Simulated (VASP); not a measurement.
Input of a VASP 6.6.1 run:

The input POSCAR:

```
CuAu
1.0
    2.8107494552      0.0000000000      0.0000000000
    0.0000000000      2.8107494552      0.0000000000
    0.0000000000      0.0000000000      3.6850000000
Au Cu
1 1
Direct
    0.0000000000      0.0000000000      0.0000000000
    0.5000000000      0.5000000000      0.5000000000
```

File INCAR.step1:

```
ALGO = Normal
EDIFF = 1E-4
ENCUT = 600
GGA = PE
ISMEAR = -1
LASPH = T
LCHARG = F
LREAL = F
LWAVE = T
NELM = 100
PREC = Accurate
SIGMA = 0.05
```

Contents of INCAR.step2:

```
ALGO = Normal
EDIFF = 1E-6
EDIFFG = -0.01
ENCUT = 600
IBRION = 2
ISIF = 3
ISMEAR = -1
ISTART = 1
LASPH = T
LCHARG = F
LMIXTAU = T
LREAL = F
LWAVE = F
METAGGA = R2SCAN
NELM = 100
NSW = 60
PREC = Accurate
PSTRESS = 50.0
SIGMA = 0.05
```

KPOINTS

```
k-points
0
Gamma
  9 9 7
```

Potentials or basis: VASP PAW PBE potentials, release 64 (Au, Cu).

Command:

```sh
$ cat potpaw_PBE.64/Au/POTCAR potpaw_PBE.64/Cu/POTCAR > POTCAR
$ cp INCAR.step1 INCAR
$ mpirun -np 1 vasp_std > vasp.out
$ cp INCAR.step2 INCAR
$ mpirun -np 1 vasp_std > vasp.out
```

Question: Estimate the relaxed cell.

Answer: a = 2.797 Å, b = 2.797 Å, c = 3.614 Å, α = 90.00°, β = 90.00°, γ = 90.00°.

Question: Predict the space group after relaxing (to 0.05 Å).

Answer: P4/mmm (No. 123).

Question: Estimate the relaxed volume.

Answer: 14.13 Å³/atom.

Question: Predict the band gap on the k mesh.

Answer: Zero (band 11 reaches 12.70 eV, above the bottom of band 12 at 6.88 eV).

Final structure:
```cif
data_structure
_symmetry_space_group_name_H-M 'P 1'
_symmetry_Int_Tables_number 1
_cell_length_a 2.7965
_cell_length_b 2.7965
_cell_length_c 3.6138
_cell_angle_alpha 90.000
_cell_angle_beta 90.000
_cell_angle_gamma 90.000
_cell_volume 28.26
loop_
_atom_site_label
_atom_site_type_symbol
_atom_site_fract_x
_atom_site_fract_y
_atom_site_fract_z
_atom_site_occupancy
Au1 Au 0.00000 0.00000 0.00000 1
Cu1 Cu 0.50000 0.50000 0.50000 1
```

Caveat: the cell is relaxed towards a set pressure, so the enthalpy falls and the energy may rise; the PAW data sets were made with another functional, which shifts forces and pressure a little; spin-orbit coupling is left out, which moves the levels of the heavy elements.
